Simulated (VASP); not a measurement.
A run of VASP 6.6.1 is set up as follows.

Contents of INCAR:

```
PREC     = Accurate       # precision mode
ENCUT    = 520            # plane-wave cutoff, eV
EDIFF    = 1E-6           # SCF threshold, eV
ISMEAR   = 0              # smearing method
SIGMA    = 0.15           # smearing width, eV
LREAL    = False          # projectors in reciprocal space
LASPH    = True           # aspherical terms in the spheres
NELM     = 60             # most SCF steps
ALGO     = Normal         # electronic algorithm
ISIF     = 2              # what is computed and relaxed
LWAVE    = False          # write WAVECAR
LCHARG   = False          # write CHGCAR
GGA      = PE             # functional
NBANDS   = 8              # bands
```

The input KPOINTS:

```
Automatic mesh
0
Gamma
  22 22 22
```

The input POSCAR:

```
Al
1.0
   -1.5400474060      1.5400474060      1.9270613191
    1.5400474060     -1.5400474060      1.9270613191
    1.5400474060      1.5400474060     -1.9270613191
Al
1
Direct
    0.0000000000      0.0000000000      0.0000000000
```

Potentials or basis: VASP PAW PBE potentials, release 64 (Al).

The run is started by

```bash
$ cat potpaw_PBE.64/Al/POTCAR > POTCAR
$ mpirun -np 1 vasp_std > vasp.out
```

Question: What does it give for the pressure?

Answer: -5.7 GPa.

Stress tensor (GPa, compression positive):
```
-6.92  0.00  0.00
 0.00 -6.92  0.00
 0.00  0.00 -3.13
```
